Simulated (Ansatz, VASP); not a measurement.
## Two plane-wave programs on Nb

```
Nb
1.0
     0.00000    2.06752    2.06752
     2.06752    0.00000    2.06752
     2.06752    2.06752    0.00000
Nb
1
Cartesian
  0.0000 0.0000 0.0000
```

Alike in both runs: functional LDA; k mesh 8 × 8 × 8; occupations gaussian, width 0.1 eV; no spin polarisation.

Ansatz relaxed the structure, and its values are those at the end. VASP's run is a single point on that final structure, the one shown.

|  | VASP | Ansatz |
| --- | --- | --- |
| version | VASP 6.6.1 | Ansatz 0.2.0 |
| potentials or method | VASP PAW LDA potentials, release 64 (Nb_sv), cutoff 500 eV | scalar-relativistic, plane waves, PAW |
| valence electrons in the cell | 13 | 13 |

```csv
,VASP,Ansatz,Ansatz less VASP
gap on the k mesh at the Fermi level (eV),none,none,-
pressure (GPa),-0.2,0.0,+0.17
```

LDA's correlation is that of Perdew and Zunger in VASP and of Perdew and Wang (1992) in Ansatz. A gap of «none» marks a metal or a gap that the smearing closes.
